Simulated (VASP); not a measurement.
Set up this calculation in VASP 6.6.1, as the native input.

* Task: single point
* Functional: LDA
* Potentials or basis: VASP PAW LDA potentials, release 64 (Ga_d, N)
* Cutoff: 520 eV
* k mesh: 8 × 6 × 6
* Occupations: gaussian, width 0.05 eV
* Spin: no spin polarisation
* Dipole correction: no
* Further INCAR settings: ALGO = Normal; EDIFF = 1e-06; NBANDS = 46

The structure of GaN lies in POSCAR:

```
GaN
1.0
   -3.1515767111      0.0000000000      0.0000000000
    0.0000000000      0.0000000000     -5.1382481593
    0.0000000000     -5.4586909876      0.0000000000
Ga N
4 4
Direct
    0.5000000000      0.0042591640      0.1666635719
    0.0000000000      0.0042591640      0.6666635719
    0.0000000000      0.5042591640      0.3333364281
    0.5000000000      0.5042591640      0.8333364281
    0.5000000000      0.6065884424      0.1666476341
    0.0000000000      0.6065884424      0.6666476341
    0.0000000000      0.1065884424      0.3333523659
    0.5000000000      0.1065884424      0.8333523659
```

This cell differs from its parent crystal: mode 11 frozen in at +0.000 Å and mode 13 at +0.091 Å (largest displacements).

The input as run:

INCAR

```
ALGO     = Normal         # electronic algorithm
EDIFF    = 1E-6           # SCF threshold, eV
ENCUT    = 520            # plane-wave cutoff, eV
ISIF     = 2              # what is computed and relaxed
ISMEAR   = 0              # smearing method
LASPH    = True           # aspherical terms in the spheres
LCHARG   = False          # write CHGCAR
LREAL    = False          # projectors in reciprocal space
LWAVE    = False          # write WAVECAR
NBANDS   = 46             # bands
NELM     = 100            # most SCF steps
PREC     = Accurate       # precision mode
SIGMA    = 0.05           # smearing width, eV
```

KPOINTS

```
k-points
0
Gamma
  8 6 6
```

Potentials or basis: VASP PAW LDA potentials, release 64 (Ga_d, N).

Run with:

```console
$ cat potpaw_LDA.64/Ga_d/POTCAR potpaw_LDA.64/N/POTCAR > POTCAR
$ mpirun -np 1 vasp_std > vasp.out
```

It gave:

```yaml
Pressure: 2.4 GPa
Largest_force: 1.015 eV/Å
Band_gap_on_the_k_mesh: 2.04 eV
```

Caveat: the cell differs from its parent crystal (mode 11 frozen in at +0.000 Å and mode 13 at +0.091 Å (largest displacements)); forces of over 1 eV/Å act on the atoms, so gaps and moduli don't describe the material at rest.

Wall time 4.6 min on 1 thread of Intel Xeon 6975P-C, with other jobs on the host, peak memory 0.33 GiB.
